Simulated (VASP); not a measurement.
Here is a VASP 6.6.1 calculation.

Contents of INCAR:

```
SYSTEM = RbGe2
PREC = Accurate
ENCUT = 520
EDIFF = 1E-7
ISMEAR = 0
SIGMA = 0.1
LREAL = .FALSE.
LASPH = .TRUE.
NELM = 80
ALGO = Normal
ISIF = 2
LWAVE = .FALSE.
LCHARG = .TRUE.
GGA = PE
LELF = .TRUE.
LVHAR = .TRUE.
NBANDS = 46
```

Contents of KPOINTS:

```
Automatic mesh
0
G
  6 6 6
  0 0 0
```

The input POSCAR:

```
RbGe2
1.0
   -2.2331414119      2.2331414119      7.7645774832
    2.2331414119     -2.2331414119      7.7645774832
    2.2331414119      2.2331414119     -7.7645774832
Rb Ge
2 4
Direct
    0.0000000000      0.0000000000      0.0000000000
    0.7500000000      0.2500000000      0.5000000000
    0.4165000000      0.4165000000      0.0000000000
    0.1665000000      0.6665000000      0.5000000000
    0.3335000000      0.8335000000      0.5000000000
    0.5835000000      0.5835000000      0.0000000000
```

Potentials or basis: VASP PAW PBE potentials, release 64 (Rb_sv, Ge_d).

Launch:

```bash
$ cat potpaw_PBE.64/Rb_sv/POTCAR potpaw_PBE.64/Ge_d/POTCAR > POTCAR
$ mpirun -np 1 vasp_std > vasp.out
```

(1) Predict the largest force.

(2) Estimate the band gap on the k mesh.

(3) What does it give for the pressure?

Answers

(1) 0.009 eV/Å.

(2) zero (band 37 reaches 3.97 eV, above the bottom of band 38 at 2.89 eV).

(3) 6.0 GPa.
